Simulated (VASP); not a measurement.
Crystal: HfCl2.

```
CELL_PARAMETERS angstrom
1.83300 1.05828 5.61669
-1.83300 1.05828 5.61669
0.00000 -2.11657 5.61669
ATOMIC_POSITIONS crystal
Hf 0.50000 0.50000 0.50000
Cl 0.74372 0.74372 0.74372
Cl 0.25628 0.25628 0.25628
```

- Program: VASP 6.6.1
- Task: relaxation of cell and atoms
- Functional: PBE
- Dispersion: D3(BJ)
- Potentials or basis: VASP PAW PBE potentials, release 64 (Hf_pv, Cl)
- Cutoff: 600 eV
- k mesh: 6 × 6 × 6
- Occupations: gaussian, width 0.1 eV
- Spin: no spin polarisation

At the start: pressure -5.1 GPa; volume 21.79 Å³/atom.

How do energy, volume and symmetry change on relaxing?

Over 14 steps the energy falls by 271.3 meV/atom and the volume is 20.21 Å³/atom (-7.2 %); space group R-3m (No. 166, to 0.05 Å).

Step by step:
```csv
step,energy change (eV),largest force (eV/Å),pressure (GPa),volume (Å³)
1,0.0000,0.0265,-5.11,65.37
2,-0.3076,0.9720,3.49,58.89
3,-0.3238,1.3202,6.80,57.17
4,-0.5129,1.2062,6.72,56.59
5,-0.6443,0.1092,9.03,54.25
6,-0.7127,0.6467,7.42,55.32
7,-0.7148,0.5236,7.72,55.07
8,-0.8002,0.0224,1.54,57.97
9,-0.8038,0.1548,0.08,58.80
10,-0.8038,0.1427,0.21,58.72
11,-0.8050,0.1338,0.20,58.81
12,-0.8080,0.1071,0.16,59.07
13,-0.8121,0.0580,0.12,59.59
14,-0.8138,0.0282,0.13,60.64
```

Final structure:
```cif
data_structure
_symmetry_space_group_name_H-M 'P 1'
_symmetry_Int_Tables_number 1
_cell_length_a 6.9590
_cell_length_b 6.9590
_cell_length_c 6.9590
_cell_angle_alpha 26.853
_cell_angle_beta 26.853
_cell_angle_gamma 26.853
_cell_volume 60.64
loop_
_atom_site_label
_atom_site_type_symbol
_atom_site_fract_x
_atom_site_fract_y
_atom_site_fract_z
_atom_site_occupancy
Hf1 Hf 0.50000 0.50000 0.50000 1
Cl1 Cl 0.74333 0.74333 0.74333 1
Cl2 Cl 0.25667 0.25667 0.25667 1
```

Caveat: pairwise dispersion overbinds metals, which lowers pressure and volume.
